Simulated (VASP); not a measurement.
# SiC (F-43m) in VASP: notebook, part 2 of 2

VASP 6.6.1. The steps go on from the part before.

### 4 Single point, LDA

File INCAR:

```
SYSTEM = SiC
PREC = Accurate ; ENCUT = 600
EDIFF = 1E-6 ; ISMEAR = -1
SIGMA = 0.05 ; LREAL = .FALSE.
LASPH = .TRUE. ; NELM = 120
ALGO = Normal ; ISIF = 2
LWAVE = .FALSE. ; LCHARG = .TRUE.
GGA = CA ; LELF = .TRUE.
LVHAR = .TRUE. ; NBANDS = 11
GGA_COMPAT = .FALSE.
```

File KPOINTS:

```
regular mesh
0
G
  9 9 9
  0 0 0
```

File POSCAR:

```
SiC
1.0
    0.0000000000      2.1784270000      2.1784270000
    2.1784270000      0.0000000000      2.1784270000
    2.1784270000      2.1784270000      0.0000000000
Si C
1 1
Direct
    0.0000000000      0.0000000000      0.0000000000
    0.2500000000      0.2500000000      0.2500000000
```

Potentials or basis: VASP PAW LDA potentials, release 64 (Si, C).

Started as:

```
> cat potpaw_LDA.64/Si/POTCAR potpaw_LDA.64/C/POTCAR > POTCAR
> mpirun -np 1 vasp_std > vasp.out
```

OUTCAR:

```text
SYSTEM = SiC
   PREC = Accurate
   ENCUT = 600
   EDIFF = 1E-6
   ISMEAR = -1
   LREAL = .FALSE.
   LASPH = .TRUE.
   NELM = 120
   ISIF = 2
   GGA = CA

 ion  position               nearest neighbor table
   1  0.000  0.000  0.000-   2 1.89   2 1.89   2 1.89   2 1.89
   2  0.250  0.250  0.250-   1 1.89   1 1.89   1 1.89   1 1.89

  LATTYP: Found a face centered cubic cell.
 ALAT       =     4.3568540000

  Lattice vectors:

 A1 = (   0.0000000000,   2.1784270000,   2.1784270000)
 A2 = (   2.1784270000,   0.0000000000,   2.1784270000)
 A3 = (   2.1784270000,   2.1784270000,   0.0000000000)

Analysis of symmetry for initial positions (statically):
=====================================================================
 Subroutine PRICEL returns:
 Original cell was already a primitive cell.

 Routine SETGRP: Setting up the symmetry group for a
 face centered cubic supercell.

 Subroutine GETGRP returns: Found 24 space group operations
 (whereof 24 operations were pure point group operations)
 out of a pool of 48 trial point group operations.

The static configuration has the point symmetry T_d .

Analysis of symmetry for dynamics (positions and initial velocities):
[... 164 lines left out ...]
 Fermi energy:         8.7888315533

 k-point     1 :       0.0000    0.0000    0.0000
  band No.  band energies     occupation
      1      -7.2518      2.00000
      2       8.0699      2.00000
      3       8.0699      2.00000
      4       8.0699      2.00000
      5      14.3705      0.00000
      6      15.2677      0.00000
      7      15.2677      0.00000
      8      15.2677      0.00000
      9      22.5347      0.00000
     10      22.5347      0.00000
     11      24.2528      0.00000
[... 309 lines left out ...]
 k-point    24 :       0.4444    0.4444    0.0000
  band No.  band energies     occupation
      1      -2.6387      2.00000
      2       0.8076      2.00000
      3       4.9409      2.00000
      4       4.9409      2.00000
      5       9.5179      0.00000
      6      12.3593      0.00000
      7      21.6484      0.00000
      8      21.6484      0.00000
      9      22.4174      0.00000
     10      27.5977      0.00000
     11      30.3999      0.00000

 [... further k-points ...]
[... 5 lines left out ...]
  --------------------------------------------------------------------------------------
  -------------------------------------------------------------------------------------
  Total       -0.5167616     -0.5167616     -0.5167616      0.0000000     -0.0000000     -0.0000000
  in kB      -40.0444035    -40.0444035    -40.0444035      0.0000000     -0.0000000     -0.0000000
  external PRESSURE =     -40.0444035 kB  Pullay stress =       0.0000000 kB

 VOLUME and BASIS-vectors are now :
 -----------------------------------------------------------------------------
  energy-cutoff  :      600.00
  volume of cell :       20.68
      direct lattice vectors                 reciprocal lattice vectors
     0.000000000  2.178427000  2.178427000    -0.229523413  0.229523413  0.229523413
     2.178427000  0.000000000  2.178427000     0.229523413 -0.229523413  0.229523413
     2.178427000  2.178427000  0.000000000     0.229523413  0.229523413 -0.229523413

 POSITION                                       TOTAL-FORCE (eV/Angst)
 -----------------------------------------------------------------------------------
      0.00000      0.00000      0.00000         0.000000      0.000000      0.000000
      1.08921      1.08921      1.08921        -0.000000     -0.000000     -0.000000
 -----------------------------------------------------------------------------------
    total drift:                               -0.000000     -0.000000     -0.000000

  FREE ENERGIE OF THE ION-ELECTRON SYSTEM (eV)
  ---------------------------------------------------
  free  energy   TOTEN  =       -16.6401105294 eV

  energy  without entropy=      -16.6401105171  energy(sigma->0) =      -16.64011052
```

OSZICAR:

```text
N       E                     dE             d eps       ncg     rms          rms(c)
DAV:   1     0.469842809976E+01    0.46984E+01   -0.44090E+03   786   0.694E+02
DAV:   2    -0.179136708134E+02   -0.22612E+02   -0.21392E+02   950   0.119E+02
DAV:   3    -0.186727713935E+02   -0.75910E+00   -0.75748E+00   950   0.182E+01
DAV:   4    -0.186760689125E+02   -0.32975E-02   -0.32973E-02   897   0.156E+00
DAV:   5    -0.186760847297E+02   -0.15817E-04   -0.15817E-04   938   0.999E-02    0.906E+00
DAV:   6    -0.167295805419E+02    0.19465E+01   -0.72118E+00   860   0.119E+01    0.398E+00
DAV:   7    -0.166611725139E+02    0.68408E-01   -0.38171E-01   914   0.358E+00    0.178E+00
DAV:   8    -0.166405227792E+02    0.20650E-01   -0.26346E-02   893   0.980E-01    0.180E-01
DAV:   9    -0.166400948229E+02    0.42796E-03   -0.20345E-03   943   0.243E-01    0.976E-02
DAV:  10    -0.166401103064E+02   -0.15483E-04   -0.13049E-04   875   0.707E-02    0.320E-02
DAV:  11    -0.166401105294E+02   -0.22305E-06   -0.48146E-06   932   0.129E-02
   1 F= -.16640111E+02 E0= -.16640111E+02  d E =-.122854E-07
```

It used 15 s of CPU time on 1 thread of AMD EPYC 7R13 Processor (Zen 3) (shared host).

Results:

```
Free energy            : -16.6401 eV
Pressure               : -4.0 GPa
Band gap on the k mesh : 1.45 eV, indirect (least direct gap 4.58 eV)
```

### 5 Single point, PBE

File INCAR:

```
SYSTEM = SiC
PREC = Accurate
ENCUT = 600
EDIFF = 1E-6
ISMEAR = -1
SIGMA = 0.05
LREAL = .False.
LASPH = .True.
NELM = 120
ALGO = Normal
ISIF = 2
LWAVE = .False.
LCHARG = .False.
GGA = PE
NBANDS = 11
GGA_COMPAT = .False.
```

File KPOINTS:

```
regular mesh
0
Gamma
  9 9 9
  0 0 0
```

POSCAR is that of step 4.

Potentials or basis: VASP PAW PBE potentials, release 64 (Si, C).

Started as:

```
> cat potpaw_PBE.64/Si/POTCAR potpaw_PBE.64/C/POTCAR > POTCAR
> mpirun -np 1 vasp_std > vasp.out
```

It used 16 s of CPU time on 1 thread of AMD EPYC 7R13 Processor (Zen 3), on a shared host.

The run converged. Its results:

| Item | Value |
| --- | --- |
| Free energy | -15.0585 eV |
| Pressure | 3.3 GPa |
| Band gap on the k mesh | 1.50 eV, indirect (least direct gap 4.62 eV) |

Levels at points of the mesh, in eV from the valence-band top:
```tsv
k point	band 2	band 3	band 4	band 5	band 6	band 7
(0.00, 0.00, 0.00)	0.00	0.00	0.00	6.24	7.31	7.31
```

A k mesh can miss the band edges.

### 6 Single point, HSE06

POSCAR is that of step 5.

File INCAR.step1:

```
PREC = Accurate ; ENCUT = 520
EDIFF = 1E-5 ; ISMEAR = -1
SIGMA = 0.05 ; LREAL = F
LASPH = T ; NELM = 100
ALGO = Normal ; ISIF = 2
LWAVE = T ; LCHARG = F
GGA = PE ; NBANDS = 11
```

File INCAR.step2:

```
PREC = Accurate ; ENCUT = 520
EDIFF = 1E-7 ; ISMEAR = -1
SIGMA = 0.05 ; LREAL = F
LASPH = T ; NELM = 100
ALGO = Normal ; ISIF = 2
LWAVE = F ; LCHARG = F
GGA = PE ; LHFCALC = T
HFSCREEN = 0.2079 ; PRECFOCK = Normal
ISTART = 1 ; NBANDS = 11
```

File KPOINTS:

```
regular mesh
0
Gamma
  9 9 9
```

Potentials or basis: VASP PAW PBE potentials, release 64 (Si, C).

Started as:

```
> cat potpaw_PBE.64/Si/POTCAR potpaw_PBE.64/C/POTCAR > POTCAR
> cp INCAR.step1 INCAR
> mpirun -np 1 vasp_std > vasp.out
> cp INCAR.step2 INCAR
> mpirun -np 1 vasp_std > vasp.out
```

Run time: 46 min. Hardware: 1 thread of AMD EPYC 7R13 (Zen 3), shared host; peak memory 0.23 GiB.

It converged, with:

```
Free energy            : -17.4240 eV
Pressure               : -1.6 GPa
Band gap on the k mesh : 2.39 eV, indirect (least direct gap 5.81 eV)
```

Levels at points of the mesh, in eV from the valence-band top:
```
           k point  band 1  band 2  band 3  band 4  band 5  band 6  band 7  band 8  band 9
(0.00, 0.00, 0.00)  -16.99    0.00    0.00    0.00    7.54    8.59    8.59    8.59   16.09
```

Caveat: the PAW data sets were made with another functional, which shifts forces and pressure a little.

### 7 Summary

| level | potentials or basis | cutoff (eV) | grid for exact exchange (PRECFOCK) | screening parameter | gap on the mesh (eV) | pressure (GPa) |
| --- | --- | --- | --- | --- | --- | --- |
| PBEsol | VASP PAW PBE potentials, release 64 (Si, C) | 520 | - | - | 1.38 | 0.4 |
| r2SCAN | VASP PAW PBE potentials, release 64 (Si, C) | 520 | - | - | 1.88 | -0.3 |
| LDA | VASP PAW LDA potentials, release 64 (Si, C) | 600 | - | - | 1.45 | -4.0 |
| PBE | VASP PAW PBE potentials, release 64 (Si, C) | 600 | - | - | 1.50 | 3.3 |
| HSE06 | VASP PAW PBE potentials, release 64 (Si, C) | 520 | Normal | 0.2079 1/Å | 2.39 | -1.6 |

Alike in all rows: task single point; no spin polarisation; cell as given; k mesh 9 × 9 × 9; smearing fermi-dirac 0.05 eV.

Caveats: the PAW data sets were made with another functional, which shifts forces and pressure a little (some runs).

Total energies depend on the potentials used, so only differences within one code and one set of settings carry meaning.
